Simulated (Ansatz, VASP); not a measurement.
Cu4W: VASP beside Ansatz

```
CELL_PARAMETERS angstrom
5.00316 0.00000 0.00000
-2.50158 4.33286 0.00000
0.00000 0.00000 4.82425
ATOMIC_POSITIONS crystal
Cu 0.00000 0.00000 0.00000
Cu 0.50000 0.00000 0.50000
Cu 0.00000 0.50000 0.50000
Cu 0.50000 0.50000 0.50000
W 0.00000 0.00000 0.50000
```

Alike in both runs: functional PBE; k mesh 12 × 12 × 8; occupations gaussian, width 0.1 eV; no spin polarisation.

Ansatz relaxed the structure, and its values are those at the end. VASP's run is a single point on that final structure, the one shown.

```csv
,VASP,Ansatz
version,VASP 6.6.1,Ansatz 0.2.0
potentials or method,"VASP PAW PBE potentials, release 64 (Cu, W_sv), cutoff 520 eV","scalar-relativistic, plane waves, PAW"
valence electrons in the cell,58,90
```

|  | VASP | Ansatz | Ansatz less VASP |
| --- | --- | --- | --- |
| gap on the k mesh at the Fermi level (eV) | none | none | - |
| pressure (GPa) | 0.4 | 0.0 | -0.39 |

A gap of «none» marks a metal or a gap that the smearing closes. VASP's potentials hold 58 valence electrons a cell and Ansatz's 90, so a difference there can come from the potentials and not from the codes.

Neither program's run includes spin-orbit coupling.
